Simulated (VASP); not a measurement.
BaZrO3: single point with LDA

The system is BaZrO3.

```
Ba Zr O
1.0
     4.02110    0.00000    0.00000
     0.00000    4.02110    0.00000
     0.00000    0.00000    4.02110
Ba Zr O
1 1 3
Direct
  0.00000 0.00000 0.00000
  0.50000 0.50000 0.50000
  0.00000 0.50000 0.50000
  0.50000 0.00000 0.50000
  0.50000 0.50000 0.00000
```

```yaml
Program: VASP 6.6.1
Task: single point
Functional: LDA
Potentials_or_basis: VASP PAW LDA potentials, release 64 (Ba_sv, Zr_sv, O)
Cutoff: 600 eV
k_mesh: 4 × 4 × 4
Occupations: gaussian, width 0.01 eV
Spin: no spin polarisation
Dipole_correction: no
Further_INCAR_settings: ALGO = Normal; EDIFF = 1e-06; NBANDS = 28
```

* Pressure: 21.9 GPa
* Band gap on the k mesh: 3.29 eV, indirect (least direct gap 3.31 eV)

Levels at points of the mesh, in eV from the valence-band top:
```tsv
k point	band 17	band 18	band 19	band 20	band 21	band 22	band 23	band 24
(0.00, 0.00, 0.00)	-1.20	-0.01	-0.01	-0.01	3.29	3.29	3.29	4.65
(0.50, 0.00, 0.00)	-1.93	-1.93	-0.18	-0.18	3.87	6.49	6.49	6.81
(0.50, 0.50, 0.00)	-0.89	-0.89	-0.39	-0.10	6.43	6.43	7.05	7.24
(0.50, 0.50, 0.50)	-2.56	0.00	0.00	0.00	6.42	6.42	6.42	8.09
```

Wall time 22 s on 1 thread of Intel(R) Xeon(R) Platinum 8488C (Sapphire Rapids), on a shared host, peak memory 0.17 GiB.

Caveat: spin-orbit coupling is left out, which moves the levels of the heavy elements. A k mesh can miss the band edges.
